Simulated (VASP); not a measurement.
Write the native input for VASP 6.6.1 that does the following.

- Task: single point
- Functional: PBE
- Potentials or basis: VASP PAW PBE potentials, release 64 (Bi_d, Te)
- Cutoff: 520 eV
- k mesh: 8 × 8 × 8
- Occupations: fermi-dirac, width 0.08 eV
- Spin: no spin polarisation
- Dipole correction: no
- Further INCAR settings: ALGO = Normal; EDIFF = 1e-07; NBANDS = 32

The structure of Bi2Te3 lies in POSCAR:

```
Bi2Te3
1.0
    2.2375638137      1.2918580701     10.0775622472
   -2.2375638137      1.2918580701     10.0775622472
    0.0000000000     -2.5837161404     10.0775622472
Bi Te
2 3
Direct
    0.8120000000      0.8120000000      0.8120000000
    0.4020000000      0.4020000000      0.4020000000
    0.6110000000      0.6110000000      0.6110000000
    0.2000000000      0.2000000000      0.2000000000
    0.0000000000      0.0000000000      0.0000000000
```

These files were run (other wordings do the same):

INCAR

```
SYSTEM = Bi2Te3
PREC = Accurate
ENCUT = 520
EDIFF = 1E-7
ISMEAR = -1
SIGMA = 0.08
LREAL = .FALSE.
LASPH = .TRUE.
NELM = 80
ALGO = Normal
ISIF = 2
LWAVE = .FALSE.
LCHARG = .TRUE.
GGA = PE
LELF = .TRUE.
LVHAR = .TRUE.
NBANDS = 32
```

KPOINTS

```
regular mesh
0
G
  8 8 8
  0 0 0
```

Potentials or basis: VASP PAW PBE potentials, release 64 (Bi_d, Te).

Run with:

```console
$ cat potpaw_PBE.64/Bi_d/POTCAR potpaw_PBE.64/Te/POTCAR > POTCAR
$ mpirun -np 1 vasp_std > vasp.out
```

Results of the run:

| Item | Value |
| --- | --- |
| Pressure | -0.3 GPa |
| Largest force | 1.087 eV/Å |
| Band gap on the k mesh | zero (bands 24 and 25 overlap by 0.16 eV) |

Caveat: spin-orbit coupling is left out, which moves the levels of the heavy elements; forces of over 1 eV/Å act on the atoms, so gaps and moduli don't describe the material at rest.

Wall time 20 min on 1 thread of Oxide Virtual Turin-like Processor (shared host), peak memory 1 GiB.
